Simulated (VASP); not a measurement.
Here is a VASP 6.6.1 calculation.

INCAR

```
PREC = Accurate
ENCUT = 520
EDIFF = 1E-6
ISMEAR = 0
SIGMA = 0.1
LREAL = Auto
LASPH = True
NELM = 60
ALGO = Normal
ISIF = 2
LWAVE = False
LCHARG = True
GGA = PE
IVDW = 12
LELF = True
LVHAR = True
NBANDS = 124
```

Contents of KPOINTS:

```
Automatic mesh
0
Gamma
  3 4 1
```

Contents of POSCAR:

```
Nb16H3C
1.0
    6.6000000000      0.0000000000      0.0000000000
    3.3000000000      4.6669050000      0.0000000000
    0.0000000000      0.0000000000     20.0003570000
Nb C H
16 1 3
Direct
   -0.2499999464      0.4999998929      0.0499991075
    0.2500000536      0.4999998929      0.0499991075
   -0.2500000000      1.0000000000      0.0499991075
    0.2500000000      1.0000000000      0.0499991075
    0.0003809366     -0.0002376307      0.1611960227
    0.4991741750      0.0006646803      0.1606005333
    0.0014627913      0.4993495689      0.1604686356
    0.4999483336      0.5002878782      0.1612080224
   -0.2484218623      0.4992685731      0.2756901789
    0.2496051575      0.5015681699      0.2777029430
   -0.2504858888      1.0024472322      0.2761137214
    0.2518169245      0.9979316056      0.2771346031
   -0.0000242012      0.0003023417      0.3919030545
    0.5033390724      0.0106348854      0.3846685837
   -0.0014103187      0.4875824556      0.3849884780
    0.5009879814      0.5059449464      0.3933967279
    0.2556583109      0.7403388327      0.4878949911
    0.3147470539      0.5331537711      0.5105619365
    0.3570072079      0.8133546751      0.5140429243
    0.0578813058      0.8911004188      0.5039799540
```

Potentials or basis: VASP PAW PBE potentials, release 64 (Nb_sv, C, H).

The run is started by

```console
$ cat potpaw_PBE.64/Nb_sv/POTCAR potpaw_PBE.64/C/POTCAR potpaw_PBE.64/H/POTCAR > POTCAR
$ mpirun -np 1 vasp_std > vasp.out
```

What does it give for the largest force?

0.080 eV/Å.

What does it give for the dispersion energy per atom?

-0.464 eV.

Estimate the band gap on the k mesh.

zero (an odd number of electrons rules out a gap without spin polarisation).

Forces in eV/Å, atoms in the order of the input:
```
Nb  -0.005 -0.015 -0.044
Nb   0.003  0.045  0.065
Nb   0.002  0.036 -0.013
Nb  -0.002 -0.065  0.043
Nb   0.000 -0.001  0.002
Nb   0.000 -0.001  0.001
Nb   0.000  0.001  0.001
Nb   0.000  0.001  0.002
Nb   0.000  0.000 -0.001
Nb   0.001  0.001 -0.003
Nb   0.001  0.000 -0.002
Nb   0.000 -0.001 -0.003
Nb   0.001 -0.001 -0.005
Nb   0.003  0.001 -0.014
Nb  -0.002 -0.002 -0.013
Nb  -0.002  0.003 -0.007
C    0.005 -0.004 -0.029
H   -0.006 -0.023  0.008
H    0.021  0.008  0.009
H   -0.019  0.018  0.003
```
